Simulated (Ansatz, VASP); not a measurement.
## Two plane-wave programs on Hf3N4

```xyz
14
Lattice="-3.3671 3.3671 3.3671 3.3671 -3.3671 3.3671 3.3671 3.3671 -3.3671" Properties=species:S:1:pos:R:3 pbc="T T T"
Hf    2.5254    0.0000    1.6836
Hf    1.6836    2.5254    0.0000
Hf    0.8418    0.0000    5.0507
Hf    5.0507    0.8418    0.0000
Hf    0.0000    1.6836    2.5254
Hf    0.0000    5.0507    0.8418
N     0.4479    0.4479    0.4479
N    -1.2357    1.2357    4.6029
N    -0.4479    2.9193    0.4479
N     4.6029   -1.2357    1.2357
N     0.4479   -0.4479    2.9193
N     2.1314    2.1314    2.1314
N     2.9193    0.4479   -0.4479
N     1.2357    4.6029   -1.2357
```

Alike in both runs: task single point; functional PBEsol; k mesh 6 × 6 × 6; occupations gaussian, width 0.02 eV; no spin polarisation.

|  | VASP | Ansatz |
| --- | --- | --- |
| version | VASP 6.6.1 | Ansatz 0.2.0 |
| potentials or method | VASP PAW PBE potentials, release 64 (Hf_pv, N), cutoff 600 eV | scalar-relativistic, plane waves, PAW |
| valence electrons in the cell | 100 | 196 |

VASP gave:

- gap on the k mesh at the Fermi level (eV): 0.96
- least direct gap on the mesh (eV): 0.96
- pressure (GPa): -11.0
- rms of the force components (eV/Å): 0.023

Problem. Estimate Ansatz's values.

Solution. gap on the k mesh at the Fermi level (eV): 0.95; least direct gap on the mesh (eV): 0.95; pressure (GPa): -8.4; rms of the force components (eV/Å): 0.007.

VASP's potentials were made for PBE, not for PBEsol. Atom by atom the forces differ by 0.016 eV/Å (rms over components). VASP's potentials hold 100 valence electrons a cell and Ansatz's 196, so a difference there can come from the potentials and not from the codes.

Spin-orbit coupling is off throughout.
